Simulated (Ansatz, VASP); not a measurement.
# One calculation of PbO2, two programs

```xyz
6
Lattice="4.9577 0.0000 0.0000 0.0000 4.9577 0.0000 0.0000 0.0000 3.3879" Properties=species:S:1:pos:R:3 pbc="T T T"
Pb    0.0000    0.0000    0.0000
Pb    2.4788    2.4788    1.6940
O     1.5204    1.5204    0.0000
O     0.9585    3.9992    1.6940
O     3.4373    3.4373    0.0000
O     3.9992    0.9585    1.6940
```

Alike in both runs: functional PBE; k mesh 8 × 8 × 10; occupations gaussian, width 0.01 eV; no spin polarisation.

Ansatz relaxed the structure, and its values are those at the end. VASP's run is a single point on that final structure, the one shown.

|  | VASP | Ansatz |
| --- | --- | --- |
| version | VASP 6.6.1 | Ansatz 0.2.0 |
| potentials or method | VASP PAW PBE potentials, release 64 (Pb_d, O), cutoff 600 eV | scalar-relativistic, plane waves, PAW |
| valence electrons in the cell | 52 | 52 |

```tsv
	VASP	Ansatz	Ansatz less VASP
gap on the k mesh at the Fermi level (eV)	0.01	0.01	+0.001
least direct gap on the mesh (eV)	0.06	0.08	+0.017
pressure (GPa)	9.1	8.9	-0.17
rms of the force components (eV/Å)	0.004	0.000	-0.0042
```

With one functional, cell and mesh, what is left measures potentials, basis and numerics. Ansatz's warnings: stress scf threshold loose.

Spin-orbit coupling is off throughout.
